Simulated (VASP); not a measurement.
# Os (P6_3/mmc) in VASP: single point with PBEsol

Aim: the single point of Os with PBEsol.

Program: VASP 6.6.1. These are calculated values, not measurements. Logs are shortened: lines on timing, memory, paths and dates and some standing lists are left out, and cuts for length are marked.

## (1) The cell of the first run

The structure is hexagonal, space group P6_3/mmc (No. 194). The conventional cell has a = 2.734 Å, b = 2.734 Å, c = 4.320 Å, α = 90.00°, β = 90.00°, γ = 120.00°. Os (site symmetry -6m2) has 12 Os at 2.68 to 2.73 Å within 3.5 Å.

## (2) Single point, PBEsol

INCAR

```
  PREC = Accurate
  ENCUT = 520
  EDIFF = 1E-7
  ISMEAR = 0
  SIGMA = 0.1
  LREAL = F
  LASPH = T
  NELM = 80
  ALGO = Fast
  ISIF = 2
  LWAVE = F
  LCHARG = T
  GGA = PS
  LELF = T
  LVHAR = T
  NBANDS = 15
```

KPOINTS

```
regular mesh
0
Gamma
  6 6 4
```

POSCAR

```
Os
1.0
    2.7340999755      0.0000000000      0.0000000000
   -1.3670499878      2.3678000353      0.0000000000
    0.0000000000      0.0000000000      4.3197000000
Os
2
Direct
    0.3333333333      0.6666666667      0.2500000000
    0.6666666667      0.3333333333      0.7500000000
```

Potentials or basis: VASP PAW PBE potentials, release 64 (Os).

The run is started by

```bash
> cat potpaw_PBE.64/Os/POTCAR > POTCAR
> mpirun -np 1 vasp_std > vasp.out
```

OUTCAR:

```text
PREC = Accurate
   ENCUT = 520
   EDIFF = 1E-7
   ISMEAR = 0
   LREAL = F
   LASPH = T
   NELM = 80
   ISIF = 2
   GGA = PS

 ion  position               nearest neighbor table
   1  0.333  0.667  0.250-   2 2.68   2 2.68   2 2.68   2 2.68   2 2.68   2 2.68
   2  0.667  0.333  0.750-   1 2.68   1 2.68   1 2.68   1 2.68   1 2.68   1 2.68

  LATTYP: Found a hexagonal cell.
 ALAT       =     2.7340999755
 C/A-ratio  =     1.5799349105

  Lattice vectors:

 A1 = (   2.7340999755,   0.0000000000,   0.0000000000)
 A2 = (  -1.3670499878,   2.3678000353,   0.0000000000)
 A3 = (   0.0000000000,   0.0000000000,   4.3197000000)

Analysis of symmetry for initial positions (statically):
=====================================================================
 Subroutine PRICEL returns:
 Original cell was already a primitive cell.

 Routine SETGRP: Setting up the symmetry group for a
 hexagonal supercell.

 Subroutine GETGRP returns: Found 24 space group operations
 (whereof 12 operations were pure point group operations)
 out of a pool of 24 trial point group operations.

The static configuration has the point symmetry D_3d.
 The point group associated with its full space group is D_6h.

Analysis of symmetry for dynamics (positions and initial velocities):
=====================================================================
 Subroutine PRICEL returns:
 Original cell was already a primitive cell.

 Routine SETGRP: Setting up the symmetry group for a
 hexagonal supercell.

 Subroutine GETGRP returns: Found 24 space group operations
 (whereof 12 operations were pure point group operations)
 out of a pool of 24 trial point group operations.

The dynamic configuration has the point symmetry D_3d.
 The point group associated with its full space group is D_6h.

 Subroutine INISYM returns: Found 24 space group operations
 (whereof 12 operations are pure point group operations),
 and found     1 'primitive' translations

----------------------------------------------------------------------------------------

                                     Primitive cell

  volume of cell :      27.9649

  direct lattice vectors                    reciprocal lattice vectors
     2.734099975  0.000000000  0.000000000     0.365751073  0.211166481  0.000000000
    -1.367049988  2.367800035  0.000000000     0.000000000  0.422332961  0.000000000
     0.000000000  0.000000000  4.319700000     0.000000000  0.000000000  0.231497558

  length of vectors
[... 88 lines left out ...]
   PSTRESS=    0.0 pullay stress
   NELECT =      16.0000    total number of electrons
   NUPDOWN=      -1.0000    fix difference up-down
   EMIN   =  10.00;   EMAX   =-10.00  energy-range for DOS
   EFERMI =   0.00;   METHOD = LEGACY
   ISMEAR =     0;   SIGMA  =   0.10  broadening in eV -4-tet -1-fermi 0-gaus
   EFERMI_NEDOS =   21; number of points for ismear=-14 and -15
   IALGO  =     68    algorithm
   IMIX   =      4    mixing-type and parameters
     AMIX     =   0.40;   BMIX     =  1.00
     AMIX_MAG =   1.60;   BMIX_MAG =  1.00
  volume/ion in A,a.u.               =      13.98        94.36
  Fermi-wavevector in a.u.,A,eV,Ry     =   1.359076  2.568282 25.131162  1.847088
  Thomas-Fermi vector in A             =   2.485855
   LORBIT       =      0    0 simple, 1 ext, 2 COOP (PROOUT), +10 PAW based schemes
   GGA     = PS    functional components
   LHFCALC =     F    Hartree Fock is set to
   AEXX    =    0.0000 exact exchange contribution
   IVDW    =     0    specifies the selected vdW correction
   LEPSILON=     F    determine dielectric tensor
   LRPA    =     F    only Hartree local field effects (RPA)
 non-spin polarized calculation
 RMM-DIIS sequential band-by-band and
 Gauss-broadening in eV      SIGMA  =   0.10
  energy-cutoff  :      520.00
  volume of cell :       27.96
 maximum number of plane-waves:       768
   NGX = 11   NGY = 11   NGZ = 17

 number of electron      15.9999999 magnetization

 Free energy of the ion-electron system (eV)
  ---------------------------------------------------
  ext. energy  EPLUGINS =         0.00000000
  ---------------------------------------------------
  free energy    TOTEN  =       -24.40967335 eV

  energy without entropy =      -24.39874031  energy(sigma->0) =      -24.40420683

 E-fermi :   9.6490     XC(G=0): -14.1596

 val. band max:        9.4540328638   @ k =   0.3333   0.0000   0.2500
 cond. band min:       9.6698116468   @ k =   0.3333   0.0000   0.0000
 fundamental gap:      0.2157787830
 Fermi energy:         9.6490058397

 k-point     1 :       0.0000    0.0000    0.0000
  band No.  band energies     occupation
      1      -1.6830      2.00000
      2       1.4730      2.00000
      3       6.2294      2.00000
      4       6.2294      2.00000
      5       6.4848      2.00000
      6       7.0738      2.00000
      7       7.0738      2.00000
      8       7.7394      2.00000
      9       7.7394      2.00000
     10       9.3154      2.00000
     11      10.9969      0.00000
     12      10.9969      0.00000
     13      18.3517      0.00000
     14      23.3495      0.00000
[... 347 lines left out ...]
      2       3.4441      2.00000
      3       4.3315      2.00000
      4       4.3315      2.00000
      5       5.8486      2.00000
      6       5.8486      2.00000
      7       7.9370      2.00000
      8       7.9370      2.00000
      9      10.9327      0.00000
     10      10.9327      0.00000
     11      17.6483      0.00000
     12      17.6483      0.00000
     13      18.6989      0.00000
     14      18.6989      0.00000
     15      20.6830      0.00000

------------------------ aborting loop because EDIFF is reached ----------------------------------------

  FORCE on cell =-STRESS in cart. coord.  units (eV):
  Direction    XX          YY          ZZ          XY          YZ          ZX
  --------------------------------------------------------------------------------------
  -------------------------------------------------------------------------------------
  Total        0.1173305      0.1173305     -1.0902111     -0.0000000      0.0000000      0.0000000
  in kB        6.7221543      6.7221543    -62.4608898     -0.0000000      0.0000000      0.0000000
  external PRESSURE =     -16.3388604 kB  Pullay stress =       0.0000000 kB

 VOLUME and BASIS-vectors are now :
 -----------------------------------------------------------------------------
  energy-cutoff  :      520.00
  volume of cell :       27.96
      direct lattice vectors                 reciprocal lattice vectors
     2.734099975  0.000000000  0.000000000     0.365751073  0.211166481  0.000000000
    -1.367049988  2.367800035  0.000000000     0.000000000  0.422332961  0.000000000
     0.000000000  0.000000000  4.319700000     0.000000000  0.000000000  0.231497558

 POSITION                                       TOTAL-FORCE (eV/Angst)
 -----------------------------------------------------------------------------------
     -0.00000      1.57853      1.07993        -0.000000     -0.000000      0.000000
      1.36705      0.78927      3.23977         0.000000      0.000000      0.000000
 -----------------------------------------------------------------------------------
    total drift:                               -0.000000      0.000000     -0.000000

  FREE ENERGIE OF THE ION-ELECTRON SYSTEM (eV)
  ---------------------------------------------------
  free  energy   TOTEN  =       -24.4096733543 eV

  energy  without entropy=      -24.3987403070  energy(sigma->0) =      -24.40420683
```

stdout:

```text
POSCAR found type information on POSCAR Os
 POSCAR found :  1 types and       2 ions
 scaLAPACK will be used
 -----------------------------------------------------------------------------
|                                                                             |
|                                                                             |
|     You enforced a specific xc type in the INCAR file but a different       |
|     I HOPE YOU KNOW WHAT YOU ARE DOING!                                     |
|                                                                             |
 -----------------------------------------------------------------------------

 LDA part: xc-table for (Slater+PW92), standard interpolation
 POSCAR, INCAR and KPOINTS ok, starting setup
 FFT: planning ... GRIDC
 FFT: planning ... GRID_SOFT
 FFT: planning ... GRID
 WAVECAR not read
 entering main loop
```

Run time: 11 s. Hardware: 1 thread of AMD EPYC 7R43 (Zen 3), shared host; peak memory 0.1 GiB.

What came out:

```yaml
Free_energy: -24.4097 eV
Pressure: -1.6 GPa
Band_gap_on_the_k_mesh: zero (band 8 reaches 11.34 eV, above the bottom of band 9 at 7.74 eV)
```

Caveat: the k points lie up to 0.44 Å⁻¹ apart; the PAW data sets were made with another functional, which shifts forces and pressure a little; spin-orbit coupling is left out, which moves the levels of the heavy elements.
